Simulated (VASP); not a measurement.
# Be4NiGe (F-43m) in VASP: single point with LDA

Aim: the single point of Be4NiGe with LDA.

Everything below comes from runs of VASP 6.6.1. Logs are shortened: lines on timing, memory, paths and dates and some standing lists are left out, and cuts for length are marked.

## Step 1: The cell of the first run

The structure is cubic, space group F-43m (No. 216). Conventional cell: a = 6.132 Å, b = 6.132 Å, c = 6.132 Å, α = 90.00°, β = 90.00°, γ = 90.00°. Be (site symmetry 3m) has 6 Be at 2.14 to 2.20 Å and 3 Ni at 2.54 Å and 3 Ge at 2.55 Å within 2.8 Å. Within 3.4 Å of Ni (site symmetry -43m) lie 12 Be at 2.54 Å and 4 Ge at 2.66 Å. Ge (site symmetry -43m) has 12 Be at 2.55 Å and 4 Ni at 2.66 Å within 3.4 Å.

## Step 2: Single point, LDA, collinear spin, ferromagnetic start

INCAR

```
SYSTEM = Be4NiGe
  PREC = Accurate
  ENCUT = 690
  EDIFF = 1E-6
  ISMEAR = 0
  SIGMA = 0.1
  LREAL = .FALSE.
  LASPH = .TRUE.
  NELM = 200
  ALGO = Normal
  ISIF = 2
  LWAVE = .FALSE.
  LCHARG = .FALSE.
  ISPIN = 2
  MAGMOM = 0 0 0 0 1.5 0
  LORBIT = 11
  LMAXMIX = 4
  GGA = CA
  NBANDS = 33
  GGA_COMPAT = .FALSE.
```

KPOINTS

```
Automatic mesh
0
G
  3 3 3
  0 0 0
```

POSCAR

```
Be4NiGe
1.0
    0.0000000000      3.0659080000      3.0659080000
    3.0659080000      0.0000000000      3.0659080000
    3.0659080000      3.0659080000      0.0000000000
Be Ni Ge
4 1 1
Direct
    0.3767360000      0.3767360000      0.3767360000
    0.8697920000      0.3767360000      0.3767360000
    0.3767360000      0.3767360000      0.8697920000
    0.3767360000      0.8697920000      0.3767360000
    0.7500000000      0.7500000000      0.7500000000
    0.0000000000      0.0000000000      0.0000000000
```

Potentials or basis: VASP PAW LDA potentials, release 64 (Be, Ni_sv_GW, Ge_d).

On the command line:

```
$ cat potpaw_LDA.64/Be/POTCAR potpaw_LDA.64/Ni_sv_GW/POTCAR potpaw_LDA.64/Ge_d/POTCAR > POTCAR
$ mpirun -np 1 vasp_std > vasp.out
```

OUTCAR:

```text
SYSTEM = Be4NiGe
   PREC = Accurate
   ENCUT = 690
   EDIFF = 1E-6
   ISMEAR = 0
   LREAL = .FALSE.
   LASPH = .TRUE.
   NELM = 200
   ISIF = 2
   ISPIN = 2
   LORBIT = 11
   GGA = CA

 ion  position               nearest neighbor table
   1  0.377  0.377  0.377-   2 2.14   3 2.14   4 2.14   3 2.20   4 2.20   2 2.20   6 2.55   6 2.55
                             6 2.55
   2  0.870  0.377  0.377-   1 2.14   3 2.14   4 2.14   1 2.20   3 2.20   4 2.20   6 2.55   6 2.55
                             6 2.55
   3  0.377  0.377  0.870-   1 2.14   2 2.14   4 2.14   1 2.20   4 2.20   2 2.20   6 2.55   6 2.55
                             6 2.55
   4  0.377  0.870  0.377-   1 2.14   2 2.14   3 2.14   3 2.20   1 2.20   2 2.20   6 2.55   6 2.55
                             6 2.55
   5  0.750  0.750  0.750-   6 2.66   6 2.66   6 2.66   6 2.66
   6  0.000  0.000  0.000-   2 2.55   3 2.55   4 2.55   1 2.55   1 2.55   1 2.55   2 2.55   2 2.55
                             3 2.55   4 2.55   3 2.55   4 2.55   5 2.66   5 2.66   5 2.66   5 2.66

  LATTYP: Found a face centered cubic cell.
 ALAT       =     6.1318160000

  Lattice vectors:

 A1 = (   0.0000000000,   3.0659080000,   3.0659080000)
 A2 = (   3.0659080000,   0.0000000000,   3.0659080000)
 A3 = (   3.0659080000,   3.0659080000,   0.0000000000)

Analysis of symmetry for initial positions (statically):
=====================================================================
 Subroutine PRICEL returns:
 Original cell was already a primitive cell.

 Routine SETGRP: Setting up the symmetry group for a
 face centered cubic supercell.

 Subroutine GETGRP returns: Found 24 space group operations
 (whereof 24 operations were pure point group operations)
 out of a pool of 48 trial point group operations.

The static configuration has the point symmetry T_d .

Analysis of symmetry for dynamics (positions and initial velocities):
=====================================================================
 Subroutine PRICEL returns:
 Original cell was already a primitive cell.

 Routine SETGRP: Setting up the symmetry group for a
 face centered cubic supercell.

 Subroutine GETGRP returns: Found 24 space group operations
 (whereof 24 operations were pure point group operations)
 out of a pool of 48 trial point group operations.

[... 134 lines left out ...]
  energy-cutoff  :      690.00
  volume of cell :       57.64
 maximum number of plane-waves:      2421
 NGX is ok and might be reduce to    40
   NGX = 19   NGY = 19   NGZ = 19

 number of electron      40.0000000 magnetization       1.5000000

 number of electron      40.0000005 magnetization      -0.0107669

 Free energy of the ion-electron system (eV)
  ---------------------------------------------------
  ext. energy  EPLUGINS =         0.00000000
  ---------------------------------------------------
  free energy    TOTEN  =       -29.31843121 eV

  energy without entropy =      -29.27480006  energy(sigma->0) =      -29.29661564

 E-fermi :   7.9874     XC(G=0): -11.8786

 val. band max:        7.9435408157   @ k =  -0.3333   0.3333   0.0000
 cond. band min:       8.0465168974   @ k =   0.3333   0.0000   0.0000
 fundamental gap:      0.1029760817
 Fermi energy:         7.9874475821

 spin component 1

 k-point     1 :       0.0000    0.0000    0.0000
  band No.  band energies     occupation
      1     -94.9144      1.00000
      2     -55.9219      1.00000
      3     -55.9219      1.00000
      4     -55.9219      1.00000
      5     -17.3337      1.00000
      6     -17.3337      1.00000
[... 129 lines left out ...]
     31      18.7801      0.00000
     32      19.0063      0.00000
 Fermi energy:         7.9874475821

 spin component 2

 k-point     1 :       0.0000    0.0000    0.0000
  band No.  band energies     occupation
      1     -94.9188      1.00000
      2     -55.9263      1.00000
      3     -55.9263      1.00000
      4     -55.9263      1.00000
      5     -17.3339      1.00000
      6     -17.3339      1.00000
[... 129 lines left out ...]
     31      18.7779      0.00000
     32      19.0042      0.00000
 [bands above 32 left out]

------------------------ aborting loop because EDIFF is reached ----------------------------------------

  FORCE on cell =-STRESS in cart. coord.  units (eV):
  Direction    XX          YY          ZZ          XY          YZ          ZX
  --------------------------------------------------------------------------------------
  -------------------------------------------------------------------------------------
  Total       -2.3002244     -2.3002244     -2.3002244      0.0000000      0.0000000     -0.0000000
  in kB      -63.9401176    -63.9401176    -63.9401176      0.0000000      0.0000000     -0.0000000
  external PRESSURE =     -63.9401176 kB  Pullay stress =       0.0000000 kB

 VOLUME and BASIS-vectors are now :
 -----------------------------------------------------------------------------
  energy-cutoff  :      690.00
  volume of cell :       57.64
      direct lattice vectors                 reciprocal lattice vectors
     0.000000000  3.065908000  3.065908000    -0.163083824  0.163083824  0.163083824
     3.065908000  0.000000000  3.065908000     0.163083824 -0.163083824  0.163083824
     3.065908000  3.065908000  0.000000000     0.163083824  0.163083824 -0.163083824

 POSITION                                       TOTAL-FORCE (eV/Angst)
 -----------------------------------------------------------------------------------
      2.31008      2.31008      2.31008        -0.018777     -0.018777     -0.018777
      2.31008      3.82174      3.82174        -0.018777      0.018777      0.018777
      3.82174      3.82174      2.31008         0.018777      0.018777     -0.018777
      3.82174      2.31008      3.82174         0.018777     -0.018777      0.018777
      4.59886      4.59886      4.59886         0.000000      0.000000      0.000000
      0.00000      0.00000      0.00000         0.000000      0.000000      0.000000
 -----------------------------------------------------------------------------------
    total drift:                               -0.000000     -0.000000     -0.000000

  FREE ENERGIE OF THE ION-ELECTRON SYSTEM (eV)
  ---------------------------------------------------
  free  energy   TOTEN  =       -29.3184312114 eV

  energy  without entropy=      -29.2748000594  energy(sigma->0) =      -29.29661564

 total charge

# of ion       s       p       d       f       tot
--------------------------------------------------
    1        0.411   0.716   0.000   0.000   1.127
    2        0.411   0.716   0.000   0.000   1.127
    3        0.411   0.716   0.000   0.000   1.127
    4        0.411   0.716   0.000   0.000   1.127
    5        2.211   6.276   7.875   0.002  16.364
    6        1.173   1.173  10.099   0.000  12.445
--------------------------------------------------
tot          5.029  10.312  17.974   0.002  33.317

 magnetization (x)

# of ion       s       p       d       f       tot
--------------------------------------------------
    1       -0.000  -0.001   0.000   0.000  -0.001
    2       -0.000  -0.001   0.000   0.000  -0.001
    3       -0.000  -0.001   0.000   0.000  -0.001
    4       -0.000  -0.001   0.000   0.000  -0.001
    5       -0.000  -0.000  -0.004  -0.000  -0.004
    6        0.000  -0.001  -0.000   0.000  -0.001
--------------------------------------------------
tot         -0.001  -0.004  -0.004  -0.000  -0.009
```

OSZICAR:

```text
N       E                     dE             d eps       ncg     rms          rms(c)
DAV:   1     0.403483845949E+03    0.40348E+03   -0.23513E+04   840   0.364E+03
[... 12 lines left out ...]
DAV:  14    -0.293184669535E+02    0.50144E-03   -0.27501E-03   944   0.159E+00    0.435E-02
DAV:  15    -0.293184618850E+02    0.50685E-05   -0.15766E-04   800   0.269E-01    0.275E-02
DAV:  16    -0.293184698390E+02   -0.79540E-05   -0.79395E-06   768   0.675E-02    0.263E-02
DAV:  17    -0.293184876039E+02   -0.17765E-04   -0.31683E-05   728   0.155E-01    0.333E-02
DAV:  18    -0.293184515353E+02    0.36069E-04   -0.46735E-05   824   0.239E-01    0.284E-02
DAV:  19    -0.293184306939E+02    0.20841E-04   -0.79150E-05   872   0.303E-01    0.137E-02
DAV:  20    -0.293184312114E+02   -0.51752E-06   -0.33168E-06   541   0.514E-02
   1 F= -.29318431E+02 E0= -.29296616E+02  d E =-.436312E-01  mag=    -0.0039
```

It took 58 s on 1 thread of Intel Xeon Platinum 8375C at 2.90GHz (Ice Lake), shared host; peak memory 0.23 GiB.

What came out:

| Item | Value |
| --- | --- |
| Free energy | -29.3184 eV |
| Pressure | -6.4 GPa |
| Largest force | 0.033 eV/Å |
| Band gap on the k mesh | 0.10 eV (least direct gap 0.79 eV) |
| Net moment | -0.01 μB per cell |
| Valence electrons inside the program's atomic spheres | Be 1.13; Ni 16.36; Ge 12.45 |

Forces on the atoms (eV/Å):
```
Be  -0.019 -0.019 -0.019
Be  -0.019  0.019  0.019
Be   0.019  0.019 -0.019
Be   0.019 -0.019  0.019
Ni   0.000  0.000  0.000
Ge   0.000  0.000  0.000
```

Levels at points of the mesh, in eV from the valence-band top:
Spin up:
```tsv
k point	band 18	band 19	band 20	band 21	band 22	band 23
(0.00, 0.00, 0.00)	-1.36	-1.36	-1.36	0.48	0.48	0.48
```
Spin down:
```csv
k point,band 17,band 18,band 19,band 20,band 21,band 22,band 23,band 24
"(0.00, 0.00, 0.00)",-1.54,-1.36,-1.36,-1.36,0.48,0.48,0.48,2.29
```

Caveat: the k points lie up to 0.59 Å⁻¹ apart; the moments typed at the start vanished in this run; an odd mesh through Γ misses points on the zone boundary, where band edges can lie.
